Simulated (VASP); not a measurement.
# Cu (P6/mmm) in VASP: further runs

Runs on Cu. Level: RPBE. Tasks: single point.

Program: VASP 6.6.1. These are calculated values, not measurements. Logs are shortened: lines on timing, memory, paths and dates and some standing lists are left out, and cuts for length are marked.

## 1. The cell of the first run

It takes space group P6/mmm (No. 191, hexagonal). Conventional cell: a = 4.176 Å, b = 4.176 Å, c = 2.509 Å, α = 90.00°, β = 90.00°, γ = 120.00°. Cu (site symmetry 6/mmm) has 14 Cu at 2.51 to 2.72 Å within 3.3 Å. Cu (site symmetry -6m2) has 11 Cu at 2.41 to 2.72 Å within 3.2 Å.

This isn't the form of Cu at room conditions, which is fcc.

## 2. Single point, RPBE

INCAR reads:

```
SYSTEM = Cu
PREC = Accurate ; ENCUT = 520
EDIFF = 1E-6 ; ISMEAR = -1
SIGMA = 0.1 ; LREAL = .FALSE.
LASPH = .TRUE. ; NELM = 80
ALGO = Normal ; ISIF = 2
LWAVE = .FALSE. ; LCHARG = .TRUE.
GGA = RP ; LELF = .TRUE.
LVHAR = .TRUE. ; NBANDS = 24
```

KPOINTS reads:

```
regular mesh
0
G
  9 9 13
  0 0 0
```

POSCAR reads:

```
Cu
1.0
    4.1760077482      0.0000000000      0.0000000000
   -2.0880038741      3.6165287963      0.0000000000
    0.0000000000      0.0000000000      2.5088157406
Cu
3
Direct
    0.0000000000      0.0000000000      0.0000000000
    0.3333333333      0.6666666667      0.5000000000
    0.6666666667      0.3333333333      0.5000000000
```

Potentials or basis: VASP PAW PBE potentials, release 64 (Cu).

Command:

```bash
cat potpaw_PBE.64/Cu/POTCAR > POTCAR
mpirun -np 1 vasp_std > vasp.out
```

OUTCAR:

```text
SYSTEM = Cu
   PREC = Accurate
   ENCUT = 520
   EDIFF = 1E-6
   ISMEAR = -1
   LREAL = .FALSE.
   LASPH = .TRUE.
   NELM = 80
   ISIF = 2
   GGA = RP

 ion  position               nearest neighbor table
   1  0.000  0.000  0.000-   2 2.72   3 2.72   2 2.72   3 2.72   2 2.72   2 2.72   3 2.72   3 2.72
                             3 2.72   3 2.72   2 2.72   2 2.72
   2  0.333  0.667  0.500-   3 2.41   3 2.41   3 2.41   1 2.72   1 2.72   1 2.72   1 2.72   1 2.72
                             1 2.72
   3  0.667  0.333  0.500-   2 2.41   2 2.41   2 2.41   1 2.72   1 2.72   1 2.72   1 2.72   1 2.72
                             1 2.72

  LATTYP: Found a hexagonal cell.
 ALAT       =     4.1760077482
 C/A-ratio  =     0.6007689382

  Lattice vectors:

 A1 = (   4.1760077482,   0.0000000000,   0.0000000000)
 A2 = (  -2.0880038741,   3.6165287963,   0.0000000000)
 A3 = (   0.0000000000,   0.0000000000,   2.5088157406)

Analysis of symmetry for initial positions (statically):
=====================================================================
 Subroutine PRICEL returns:
 Original cell was already a primitive cell.

 Routine SETGRP: Setting up the symmetry group for a
 hexagonal supercell.

 Subroutine GETGRP returns: Found 24 space group operations
 (whereof 24 operations were pure point group operations)
 out of a pool of 24 trial point group operations.

The static configuration has the point symmetry D_6h.

Analysis of symmetry for dynamics (positions and initial velocities):
=====================================================================
 Subroutine PRICEL returns:
 Original cell was already a primitive cell.

 Routine SETGRP: Setting up the symmetry group for a
 hexagonal supercell.

 Subroutine GETGRP returns: Found 24 space group operations
 (whereof 24 operations were pure point group operations)
 out of a pool of 24 trial point group operations.

The dynamic configuration has the point symmetry D_6h.

 Subroutine INISYM returns: Found 24 space group operations
 (whereof 24 operations are pure point group operations),
 and found     1 'primitive' translations

----------------------------------------------------------------------------------------

                                     Primitive cell

  volume of cell :      37.8898

  direct lattice vectors                    reciprocal lattice vectors
     4.176007748  0.000000000  0.000000000     0.239463157  0.138254118  0.000000000
    -2.088003874  3.616528796  0.000000000     0.000000000  0.276508237  0.000000000
     0.000000000  0.000000000  2.508815741     0.000000000  0.000000000  0.398594438

  length of vectors
     4.176007748  4.176007748  2.508815741     0.276508237  0.276508237  0.398594438

  position of ions in fractional coordinates (direct lattice)
     0.000000000  0.000000000  0.000000000
     0.333333333  0.666666667  0.500000000
     0.666666667  0.333333333  0.500000000

  ion indices of the primitive-cell ions
   primitive index   ion index
                 1           1
                 2           2
                 3           3

----------------------------------------------------------------------------------------

 KPOINTS: regular mesh

Automatic generation of k-mesh.
 Grid dimensions read from file:
 generate k-points for:    9    9   13

 Generating k-lattice:

  Cartesian coordinates                     Fractional coordinates (reciprocal lattice)
     0.026607017  0.015361569  0.000000000     0.111111111  0.000000000  0.000000000
     0.000000000  0.030723137  0.000000000     0.000000000  0.111111111  0.000000000
     0.000000000  0.000000000  0.030661111     0.000000000  0.000000000  0.076923077

  Length of vectors
     0.030723137  0.030723137  0.030661111

  Shift w.r.t. Gamma in fractional coordinates (k-lattice)
     0.000000000  0.000000000  0.000000000

 Subroutine IBZKPT returns following result:
 ===========================================

 Found     84 irreducible k-points:

 Following reciprocal coordinates:
            Coordinates               Weight
  0.000000  0.000000  0.000000      1.000000
  0.111111  0.000000  0.000000      6.000000
  0.222222  0.000000  0.000000      6.000000
  0.333333  0.000000  0.000000      6.000000
  0.444444  0.000000  0.000000      6.000000
  0.111111  0.111111  0.000000      6.000000
[... 16 lines left out ...]
  0.333333  0.222222  0.076923     24.000000
  0.333333  0.333333  0.076923      4.000000
 [... further k-points ...]
   k-points           NKPTS =     84   k-points in BZ     NKDIM =     84   number of bands    NBANDS=     24
   number of dos      NEDOS =    301   number of ions     NIONS =      3
   total plane-waves  NPLWV =  20480
   dimension x,y,z NGX =    32 NGY =   32 NGZ =   20
   dimension x,y,z NGXF=    64 NGYF=   64 NGZF=   40
   ions per type =               3
   NGX,Y,Z   is equivalent  to a cutoff of  12.74, 12.74, 13.25 a.u.
   NGXF,Y,Z  is equivalent  to a cutoff of  25.48, 25.48, 26.51 a.u.
 SYSTEM =  Cu
   PREC   = accura    normal or accurate (medium, high low for compatibility)
   ISTART =      0    job   : 0-new  1-cont  2-samecut
   ICHARG =      2    charge: 1-file 2-atom 10-const
   ISPIN  =      1    spin polarized calculation?
   LNONCOLLINEAR =      F non collinear calculations
   LSORBIT =      F    spin-orbit coupling
   LASPH  =      T    aspherical Exc in radial PAW
   ENCUT  =  520.0 eV  38.22 Ry    6.18 a.u.   7.76  7.76  4.66*2*pi/ulx,y,z
   NELM   =     80;   NELMIN=  2; NELMDL= -5     # of ELM steps
   EDIFF  = 0.1E-05   stopping-criterion for ELM
   LREAL  =      F    real-space projection
   EDIFFG = 0.1E-04   stopping-criterion for IOM
   NSW    =      0    number of steps for IOM
   IBRION =     -1    ionic relax: 0-MD 1-quasi-New 2-CG
   NFREE  =      0    steps in history (QN), initial steepest desc. (CG)
   ISIF   =      2    stress and relaxation
   ISYM   =      2    0-nonsym 1-usesym 2-fastsym
   POTIM  = 0.5000    time-step for ionic-motion
   TEBEG  =    0.0;   TEEND  =   0.0 temperature during run
   PSTRESS=    0.0 pullay stress
   NELECT =      33.0000    total number of electrons
   NUPDOWN=      -1.0000    fix difference up-down
   EMIN   =  10.00;   EMAX   =-10.00  energy-range for DOS
   EFERMI =   0.00;   METHOD = LEGACY
   ISMEAR =    -1;   SIGMA  =   0.10  broadening in eV -4-tet -1-fermi 0-gaus
   EFERMI_NEDOS =   21; number of points for ismear=-14 and -15
   IALGO  =     38    algorithm
   IMIX   =      4    mixing-type and parameters
     AMIX     =   0.40;   BMIX     =  1.00
     AMIX_MAG =   1.60;   BMIX_MAG =  1.00
  volume/ion in A,a.u.               =      12.63        85.23
  Fermi-wavevector in a.u.,A,eV,Ry     =   1.563407  2.954411 33.255938  2.444243
  Thomas-Fermi vector in A             =   2.666183
   LORBIT       =      0    0 simple, 1 ext, 2 COOP (PROOUT), +10 PAW based schemes
   GGA     = RP    functional components
   LHFCALC =     F    Hartree Fock is set to
   AEXX    =    0.0000 exact exchange contribution
   IVDW    =     0    specifies the selected vdW correction
   LEPSILON=     F    determine dielectric tensor
   LRPA    =     F    only Hartree local field effects (RPA)
 non-spin polarized calculation
  energy-cutoff  :      520.00
  volume of cell :       37.89
 maximum number of plane-waves:      1039
 NGX is ok and might be reduce to    32
   NGX = 15   NGY = 15   NGZ =  9

 number of electron      33.0000003 magnetization

 Free energy of the ion-electron system (eV)
  ---------------------------------------------------
  ext. energy  EPLUGINS =         0.00000000
  ---------------------------------------------------
  free energy    TOTEN  =        -9.56615946 eV

  energy without entropy =       -9.53446226  energy(sigma->0) =       -9.55031086

 E-fermi :   6.9399     XC(G=0): -12.1959

 val. band max:        6.9320394201   @ k =   0.3333   0.1111   0.4615
 cond. band min:       6.9968592918   @ k =   0.3333   0.2222   0.2308
 fundamental gap:      0.0648198717
 Fermi energy:         6.9399056697

 k-point     1 :       0.0000    0.0000    0.0000
  band No.  band energies     occupation
      1      -1.8960      2.00000
      2       2.7287      2.00000
      3       3.5548      2.00000
      4       3.5548      2.00000
      5       3.6007      2.00000
      6       3.6122      2.00000
[... 16 lines left out ...]
     23      21.4943      0.00000
     24      26.6042      0.00000

 k-point     2 :       0.1111    0.0000    0.0000
  band No.  band energies     occupation
      1      -1.7465      2.00000
      2       2.7286      2.00000
      3       3.2603      2.00000
      4       3.4356      2.00000
      5       3.5019      2.00000
      6       3.7486      2.00000
[... 16 lines left out ...]
     23      21.7015      0.00000
     24      26.6552      0.00000

 k-point     3 :       0.2222    0.0000    0.0000
  band No.  band energies     occupation
      1      -1.3045      2.00000
      2       2.6366      2.00000
      3       2.9404      2.00000
      4       3.2830      2.00000
      5       3.3933      2.00000
      6       3.7431      2.00000
[... 16 lines left out ...]
     23      22.3093      0.00000
     24      26.6169      0.00000

 k-point     4 :       0.3333    0.0000    0.0000
  band No.  band energies     occupation
      1      -0.5919      2.00000
      2       2.2822      2.00000
      3       2.5047      2.00000
      4       3.2476      2.00000
      5       3.4264      2.00000
      6       3.6554      2.00000
[... 16 lines left out ...]
     23      23.2828      0.00000
     24      23.8904      0.00000

 k-point     5 :       0.4444    0.0000    0.0000
  band No.  band energies     occupation
      1       0.3417      2.00000
      2       1.3871      2.00000
      3       2.3007      2.00000
      4       3.3715      2.00000
      5       3.4853      2.00000
      6       3.5226      2.00000
[... 16 lines left out ...]
     23      21.7247      0.00000
     24      22.8964      0.00000

 k-point     6 :       0.1111    0.1111    0.0000
  band No.  band energies     occupation
      1      -1.4508      2.00000
      2       2.6837      2.00000
      3       3.0315      2.00000
      4       3.2141      2.00000
      5       3.5702      2.00000
      6       3.7640      2.00000
[... 16 lines left out ...]
     23      22.1088      0.00000
     24      26.6295      0.00000
[... 379 lines left out ...]
 k-point    21 :       0.4444    0.1111    0.0769
  band No.  band energies     occupation
      1       1.0272      2.00000
      2       1.0824      2.00000
      3       2.3051      2.00000
      4       3.4793      2.00000
      5       3.5045      2.00000
      6       3.5549      2.00000
[... 16 lines left out ...]
     23      22.2008      0.00000
     24      23.1355      0.00000

 k-point    22 :       0.2222    0.2222    0.0769
  band No.  band energies     occupation
      1      -0.0523      2.00000
      2       2.2274      2.00000
      3       2.3967      2.00000
      4       3.3155      2.00000
      5       3.5800      2.00000
      6       3.7781      2.00000
[... 16 lines left out ...]
     23      21.1312      0.00000
     24      21.8820      0.00000

 k-point    23 :       0.3333    0.2222    0.0769
  band No.  band energies     occupation
      1       0.8060      2.00000
      2       1.6754      2.00000
      3       2.1262      2.00000
      4       3.4546      2.00000
      5       3.5502      2.00000
      6       3.6833      2.00000
[... 16 lines left out ...]
     23      23.0029      0.00000
     24      23.5367      0.00000

 k-point    24 :       0.3333    0.3333    0.0769
  band No.  band energies     occupation
      1       1.4618      2.00000
      2       1.6213      2.00000
      3       1.6213      2.00000
      4       3.5323      2.00000
      5       3.5323      2.00000
      6       3.6949      2.00000
[... 16 lines left out ...]
     23      23.9773      0.00000
     24      23.9773      0.00000

 [... further k-points ...]
[... 5 lines left out ...]
  --------------------------------------------------------------------------------------
  -------------------------------------------------------------------------------------
  Total        0.1400002      0.1400002      0.1142344      0.0000000     -0.0000000      0.0000000
  in kB        5.9199404      5.9199404      4.8304268      0.0000000     -0.0000000      0.0000000
  external PRESSURE =       5.5567692 kB  Pullay stress =       0.0000000 kB

 VOLUME and BASIS-vectors are now :
 -----------------------------------------------------------------------------
  energy-cutoff  :      520.00
  volume of cell :       37.89
      direct lattice vectors                 reciprocal lattice vectors
     4.176007748  0.000000000  0.000000000     0.239463157  0.138254118  0.000000000
    -2.088003874  3.616528796  0.000000000     0.000000000  0.276508237  0.000000000
     0.000000000  0.000000000  2.508815741     0.000000000  0.000000000  0.398594438

 POSITION                                       TOTAL-FORCE (eV/Angst)
 -----------------------------------------------------------------------------------
      0.00000      0.00000      0.00000        -0.000000      0.000000      0.000000
     -0.00000      2.41102      1.25441        -0.000000      0.000000      0.000000
      2.08800      1.20551      1.25441         0.000000      0.000000      0.000000
 -----------------------------------------------------------------------------------
    total drift:                               -0.000000      0.000000      0.000000

  FREE ENERGIE OF THE ION-ELECTRON SYSTEM (eV)
  ---------------------------------------------------
  free  energy   TOTEN  =        -9.5661594602 eV

  energy  without entropy=       -9.5344622625  energy(sigma->0) =       -9.55031086
```

Run time: 2.4 min. Hardware: 1 thread of AMD EPYC 7R13, shared host; peak memory 0.16 GiB.

What came out:

```
Free energy            : -9.5662 eV
Pressure               : 0.6 GPa
Band gap on the k mesh : zero (an odd number of electrons rules out a gap without spin polarisation)
```

Caveat: the PAW data sets were made with another functional, which shifts forces and pressure a little.

## 3. Single point, RPBE (11.11 Å³/atom)

This run uses another cell than the first one, of 11.11 Å³/atom.

INCAR reads:

```
  PREC = Accurate
  ENCUT = 520
  EDIFF = 1E-6
  ISMEAR = -1
  SIGMA = 0.1
  LREAL = F
  LASPH = T
  NELM = 100
  ALGO = Normal
  ISIF = 2
  LWAVE = F
  LCHARG = F
  GGA = RP
  NBANDS = 24
```

KPOINTS reads:

```
Automatic mesh
0
Gamma
  10 10 14
```

POSCAR reads:

```
Cu
1.0
    4.0018012896      0.0000000000      0.0000000000
   -2.0009006448      3.4656615776      0.0000000000
    0.0000000000      0.0000000000      2.4041579114
Cu
3
Direct
    0.0000000000      0.0000000000      0.0000000000
    0.3333333333      0.6666666667      0.5000000000
    0.6666666667      0.3333333333      0.5000000000
```

Potentials or basis: VASP PAW PBE potentials, release 64 (Cu).

Command:

```bash
cat potpaw_PBE.64/Cu/POTCAR > POTCAR
mpirun -np 1 vasp_std > vasp.out
```

It took 2.7 min on 1 thread of AMD EPYC 7R13, shared host; peak memory 0.16 GiB.

The run converged. Its results:

| Quantity | Value |
| --- | --- |
| Free energy | -9.2836 eV |
| Pressure | 21.7 GPa |
| Band gap on the k mesh | zero (an odd number of electrons rules out a gap without spin polarisation) |

Stress tensor (GPa, compression positive):
```
22.00  0.00  0.00
 0.00 22.00  0.00
 0.00  0.00 21.03
```

Levels at points of the mesh, in eV from the Fermi level:
| k point | band 14 | band 15 | band 16 | band 17 | band 18 | band 19 |
| --- | --- | --- | --- | --- | --- | --- |
| (0.00, 0.00, 0.00) | -2.51 | -1.65 | -1.65 | 4.71 | 4.71 | 4.73 |
| (0.50, 0.00, 0.00) | -1.88 | -1.87 | -1.74 | -1.61 | -0.88 | 4.56 |
| (0.00, 0.00, 0.50) | -1.80 | -1.32 | -0.31 | 0.40 | 8.61 | 8.99 |
| (0.50, 0.00, 0.50) | -1.67 | -1.48 | 0.64 | 0.66 | 3.69 | 4.04 |

Caveat: the cell stands under pressure; the PAW data sets were made with another functional, which shifts forces and pressure a little.

(Part 1 of 2 ends here.)

The gap in the log of VASP goes by the Fermi energy; the results here count the filled bands.